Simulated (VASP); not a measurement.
# Ru (P6_3/mmc) in VASP: a series of runs

The runs below take Ru through single point, with PBE.

Everything below comes from runs of VASP 6.6.1. Logs are shortened: lines on timing, memory, paths and dates and some standing lists are left out, and cuts for length are marked.

## (1) The cell of the first run

It takes space group P6_3/mmc (No. 194, hexagonal). The conventional cell has a = 2.730 Å, b = 2.730 Å, c = 4.320 Å, α = 90.00°, β = 90.00°, γ = 120.00°. Ru (site symmetry -6m2) has 12 Ru at 2.67 to 2.73 Å within 3.5 Å.

## (2) Single point, PBE

INCAR reads:

```
PREC = Accurate
ENCUT = 520
EDIFF = 1E-7
ISMEAR = 1
SIGMA = 0.1
LREAL = F
LASPH = T
NELM = 100
ALGO = Normal
ISIF = 2
LWAVE = F
LCHARG = T
GGA = PE
LELF = T
LVHAR = T
NBANDS = 21
```

KPOINTS reads:

```
regular mesh
0
Gamma
  11 11 6
```

POSCAR reads:

```
Ru
1.0
    2.7296408760      0.0000000000      0.0000000000
   -1.3648204380      2.3639388083      0.0000000000
    0.0000000000      0.0000000000      4.3196279352
Ru
2
Direct
    0.3333333333      0.6666666667      0.2500000000
    0.6666666667      0.3333333333      0.7500000000
```

Potentials or basis: VASP PAW PBE potentials, release 64 (Ru_pv).

Run with:

```sh
$ cat potpaw_PBE.64/Ru_pv/POTCAR > POTCAR
$ mpirun -np 1 vasp_std > vasp.out
```

OUTCAR:

```text
PREC = Accurate
   ENCUT = 520
   EDIFF = 1E-7
   ISMEAR = 1
   LREAL = F
   LASPH = T
   NELM = 100
   ISIF = 2
   GGA = PE

 ion  position               nearest neighbor table
   1  0.333  0.667  0.250-   2 2.67   2 2.67   2 2.67   2 2.67   2 2.67   2 2.67
   2  0.667  0.333  0.750-   1 2.67   1 2.67   1 2.67   1 2.67   1 2.67   1 2.67

  LATTYP: Found a hexagonal cell.
 ALAT       =     2.7296408760
 C/A-ratio  =     1.5824894671

  Lattice vectors:

 A1 = (   2.7296408760,   0.0000000000,   0.0000000000)
 A2 = (  -1.3648204380,   2.3639388083,   0.0000000000)
 A3 = (   0.0000000000,   0.0000000000,   4.3196279352)

Analysis of symmetry for initial positions (statically):
=====================================================================
 Subroutine PRICEL returns:
 Original cell was already a primitive cell.

 Routine SETGRP: Setting up the symmetry group for a
 hexagonal supercell.

 Subroutine GETGRP returns: Found 24 space group operations
 (whereof 12 operations were pure point group operations)
 out of a pool of 24 trial point group operations.

The static configuration has the point symmetry D_3d.
 The point group associated with its full space group is D_6h.

Analysis of symmetry for dynamics (positions and initial velocities):
=====================================================================
 Subroutine PRICEL returns:
 Original cell was already a primitive cell.

 Routine SETGRP: Setting up the symmetry group for a
 hexagonal supercell.

 Subroutine GETGRP returns: Found 24 space group operations
 (whereof 12 operations were pure point group operations)
 out of a pool of 24 trial point group operations.

The dynamic configuration has the point symmetry D_3d.
 The point group associated with its full space group is D_6h.

 Subroutine INISYM returns: Found 24 space group operations
 (whereof 12 operations are pure point group operations),
 and found     1 'primitive' translations

----------------------------------------------------------------------------------------

                                     Primitive cell

  volume of cell :      27.8733

[... 78 lines left out ...]
 SYSTEM =  unknown system
   PREC   = accura    normal or accurate (medium, high low for compatibility)
   ISTART =      0    job   : 0-new  1-cont  2-samecut
   ICHARG =      2    charge: 1-file 2-atom 10-const
   ISPIN  =      1    spin polarized calculation?
   LNONCOLLINEAR =      F non collinear calculations
   LSORBIT =      F    spin-orbit coupling
   LASPH  =      T    aspherical Exc in radial PAW
   ENCUT  =  520.0 eV  38.22 Ry    6.18 a.u.   5.08  5.08  8.03*2*pi/ulx,y,z
   NELM   =    100;   NELMIN=  2; NELMDL= -5     # of ELM steps
   EDIFF  = 0.1E-06   stopping-criterion for ELM
   LREAL  =      F    real-space projection
   EDIFFG = 0.1E-05   stopping-criterion for IOM
   NSW    =      0    number of steps for IOM
   IBRION =     -1    ionic relax: 0-MD 1-quasi-New 2-CG
   NFREE  =      0    steps in history (QN), initial steepest desc. (CG)
   ISIF   =      2    stress and relaxation
   ISYM   =      2    0-nonsym 1-usesym 2-fastsym
   POTIM  = 0.5000    time-step for ionic-motion
   TEBEG  =    0.0;   TEEND  =   0.0 temperature during run
   PSTRESS=    0.0 pullay stress
   NELECT =      28.0000    total number of electrons
   NUPDOWN=      -1.0000    fix difference up-down
   EMIN   =  10.00;   EMAX   =-10.00  energy-range for DOS
   EFERMI =   0.00;   METHOD = LEGACY
   ISMEAR =     1;   SIGMA  =   0.10  broadening in eV -4-tet -1-fermi 0-gaus
   EFERMI_NEDOS =   21; number of points for ismear=-14 and -15
   IALGO  =     38    algorithm
   IMIX   =      4    mixing-type and parameters
     AMIX     =   0.40;   BMIX     =  1.00
     AMIX_MAG =   1.60;   BMIX_MAG =  1.00
  volume/ion in A,a.u.               =      13.94        94.05
  Fermi-wavevector in a.u.,A,eV,Ry     =   1.639576  3.098349 36.575298  2.688209
  Thomas-Fermi vector in A             =   2.730358
   LORBIT       =      0    0 simple, 1 ext, 2 COOP (PROOUT), +10 PAW based schemes
   GGA     = PE    functional components
   LHFCALC =     F    Hartree Fock is set to
   AEXX    =    0.0000 exact exchange contribution
   IVDW    =     0    specifies the selected vdW correction
   LEPSILON=     F    determine dielectric tensor
   LRPA    =     F    only Hartree local field effects (RPA)
 non-spin polarized calculation
 Methfessel and Paxton  Order N= 1 SIGMA  =   0.10
  energy-cutoff  :      520.00
  volume of cell :       27.87
 maximum number of plane-waves:       768
   NGX = 11   NGY = 11   NGZ = 17

 number of electron      28.0000015 magnetization

 Free energy of the ion-electron system (eV)
  ---------------------------------------------------
  ext. energy  EPLUGINS =         0.00000000
  ---------------------------------------------------
  free energy    TOTEN  =       -18.45260753 eV

  energy without entropy =      -18.45259373  energy(sigma->0) =      -18.45260293

 E-fermi :  12.2957     XC(G=0): -13.9579

 val. band max:       12.2825279034   @ k =   0.2727   0.0000   0.0000
 cond. band min:      12.3182730240   @ k =   0.3636  -0.0000   0.3333
 fundamental gap:      0.0357451206
 Fermi energy:        12.2956857039

 k-point     1 :       0.0000    0.0000    0.0000
  band No.  band energies     occupation
      1     -31.1822      2.00000
      2     -30.3275      2.00000
      3     -30.3275      2.00000
      4     -30.1707      2.00000
      5     -30.1707      2.00000
      6     -30.1335      2.00000
[... 565 lines left out ...]
     20      22.8227      0.00000
     21      23.8177      0.00000

 [... further k-points ...]

------------------------ aborting loop because EDIFF is reached ----------------------------------------

  FORCE on cell =-STRESS in cart. coord.  units (eV):
  Direction    XX          YY          ZZ          XY          YZ          ZX
  --------------------------------------------------------------------------------------
  -------------------------------------------------------------------------------------
  Total       -0.6341452     -0.6341454     -0.7434379     -0.0000000      0.0000000     -0.0000000
  in kB      -36.4511452    -36.4511596    -42.7333755     -0.0000000      0.0000000     -0.0000000
  external PRESSURE =     -38.5452267 kB  Pullay stress =       0.0000000 kB

 VOLUME and BASIS-vectors are now :
 -----------------------------------------------------------------------------
  energy-cutoff  :      520.00
  volume of cell :       27.87
      direct lattice vectors                 reciprocal lattice vectors
     2.729640876  0.000000000  0.000000000     0.366348558  0.211511397  0.000000000
    -1.364820438  2.363938808  0.000000000     0.000000000  0.423022794  0.000000000
     0.000000000  0.000000000  4.319627935     0.000000000  0.000000000  0.231501420

 POSITION                                       TOTAL-FORCE (eV/Angst)
 -----------------------------------------------------------------------------------
     -0.00000      1.57596      1.07991        -0.000000     -0.000000      0.000000
      1.36482      0.78798      3.23972         0.000000      0.000000      0.000000
 -----------------------------------------------------------------------------------
    total drift:                               -0.000000      0.000000     -0.000000

  FREE ENERGIE OF THE ION-ELECTRON SYSTEM (eV)
  ---------------------------------------------------
  free  energy   TOTEN  =       -18.4526075312 eV

  energy  without entropy=      -18.4525937315  energy(sigma->0) =      -18.45260293
```

stdout:

```text
POSCAR found type information on POSCAR Ru
 POSCAR found :  1 types and       2 ions
 scaLAPACK will be used
 LDA part: xc-table for (Slater+PW92), standard interpolation
 POSCAR, INCAR and KPOINTS ok, starting setup
 FFT: planning ... GRIDC
 FFT: planning ... GRID_SOFT
 FFT: planning ... GRID
 WAVECAR not read
 entering main loop
```

It took 77 s on 1 thread of Intel Xeon 8259CL, shared host; peak memory 0.15 GiB.

Results:

```yaml
Free_energy: -18.4526 eV
Pressure: -3.9 GPa
Band_gap_on_the_k_mesh: zero (band 14 reaches 13.80 eV, above the bottom of band 15 at 10.86 eV)
```

Stress tensor (GPa, compression positive):
```
-3.65  0.00  0.00
 0.00 -3.65  0.00
 0.00  0.00 -4.27
```

Levels at points of the mesh, in eV from the Fermi level:
| k point | band 12 | band 13 | band 14 | band 15 | band 16 | band 17 |
| --- | --- | --- | --- | --- | --- | --- |
| (0.00, 0.00, 0.00) | -1.77 | -1.77 | -1.26 | -1.26 | 1.21 | 1.21 |
| (0.00, 0.00, 0.50) | -2.58 | -2.55 | -2.55 | 0.59 | 0.59 | 0.59 |

## (3) Single point, PBE

This run uses another cell than the first one, of 14.30 Å³/atom, 1.026 times its volume.

INCAR reads:

```
SYSTEM = Ru
PREC = Accurate
ENCUT = 520
EDIFF = 1E-6
ISMEAR = 1
SIGMA = 0.1
LREAL = .False.
LASPH = .True.
NELM = 60
ALGO = Normal
ISIF = 2
LWAVE = .False.
LCHARG = .False.
GGA = PE
NBANDS = 21
```

KPOINTS reads:

```
Automatic mesh
0
Gamma
  11 11 6
  0 0 0
```

POSCAR reads:

```
Ru
1.0
    2.7530724159      0.0000000000      0.0000000000
   -1.3765362079      2.3842311211      0.0000000000
    0.0000000000      0.0000000000      4.3567081002
Ru
2
Direct
    0.3333333333      0.6666666667      0.2500000000
    0.6666666667      0.3333333333      0.7500000000
```

Potentials or basis: VASP PAW PBE potentials, release 64 (Ru_pv).

Run with:

```sh
$ cat potpaw_PBE.64/Ru_pv/POTCAR > POTCAR
$ mpirun -np 1 vasp_std > vasp.out
```

It took 64 s on 1 thread of Intel Xeon 8259CL, shared host; peak memory 0.15 GiB.

Results (log left out):

* Free energy: -18.4193 eV
* Pressure: -10.9 GPa
* Band gap on the k mesh: zero (band 14 reaches 13.28 eV, above the bottom of band 15 at 10.46 eV)

Stress tensor (GPa, compression positive):
```
-10.58   0.00   0.00
  0.00 -10.58   0.00
  0.00   0.00 -11.64
```

Levels at points of the mesh, in eV from the Fermi level:
```
           k point  band 11  band 12  band 13  band 14  band 15  band 16  band 17  band 18
(0.00, 0.00, 0.00)    -2.17    -1.70    -1.70    -1.21    -1.21     1.16     1.16     1.32
(0.00, 0.00, 0.50)    -2.48    -2.48    -2.47    -2.47     0.56     0.56     0.56     0.56
```

## (4) Single point, PBE

This run uses another cell than the first one, of 14.66 Å³/atom, 1.052 times its volume.

INCAR reads:

```
PREC     = Accurate       # precision mode
ENCUT    = 520            # plane-wave cutoff, eV
EDIFF    = 1E-7           # SCF threshold, eV
ISMEAR   = 1              # smearing method
SIGMA    = 0.1            # smearing width, eV
LREAL    = F              # projectors in reciprocal space
LASPH    = T              # aspherical terms in the spheres
NELM     = 100            # most SCF steps
ALGO     = Normal         # electronic algorithm
ISIF     = 2              # what is computed and relaxed
LWAVE    = F              # write WAVECAR
LCHARG   = F              # write CHGCAR
GGA      = PE             # functional
NBANDS   = 21             # bands
```

KPOINTS reads:

```
regular mesh
0
Gamma
  11 11 6
```

POSCAR reads:

```
Ru
1.0
    2.7761117499      0.0000000000      0.0000000000
   -1.3880558750      2.4041837736      0.0000000000
    0.0000000000      0.0000000000      4.3931676036
Ru
2
Direct
    0.3333333333      0.6666666667      0.2500000000
    0.6666666667      0.3333333333      0.7500000000
```

Run with:

```sh
$ cat potpaw_PBE.64/Ru_pv/POTCAR > POTCAR
$ mpirun -np 1 vasp_std > vasp.out
```

Wall time 98 s (1 thread of Intel Xeon 8259CL, shared host); peak memory 0.17 GiB.

Results (log left out):

```
Free energy            : -18.3564 eV
Pressure               : -17.0 GPa
Band gap on the k mesh : zero (band 14 reaches 12.79 eV, above the bottom of band 15 at 10.09 eV)
```

Stress tensor (GPa, compression positive):
```
-16.51   0.00   0.00
  0.00 -16.51   0.00
  0.00   0.00 -17.93
```

Levels at points of the mesh, in eV from the Fermi level:
```tsv
k point	band 10	band 11	band 12	band 13	band 14	band 15	band 16	band 17	band 18	band 19
(0.00, 0.00, 0.00)	-2.23	-2.09	-1.63	-1.63	-1.17	-1.17	1.12	1.12	1.30	9.48
(0.00, 0.00, 0.50)	-2.40	-2.39	-2.39	-2.39	-2.39	0.54	0.54	0.54	0.54	10.59
```

## (5) Overview

```csv
cell,gap on the mesh (eV),pressure (GPa)
"a = 2.730, b = 2.730, c = 4.320 Å, angles 90.0, 90.0, 120.0°, 2 atoms",none,-3.9
"a = 2.753, b = 2.753, c = 4.357 Å, angles 90.0, 90.0, 120.0°, 2 atoms",none,-10.9
"a = 2.776, b = 2.776, c = 4.393 Å, angles 90.0, 90.0, 120.0°, 2 atoms",none,-17.0
```

Alike in all rows: task single point; level PBE; potentials or basis VASP PAW PBE potentials, release 64 (Ru_pv); no spin polarisation; k mesh 11 × 11 × 6; cutoff (eV) 520; smearing methfessel-paxton 0.1 eV.

Absolute energies hang on the potentials; compare differences alone.
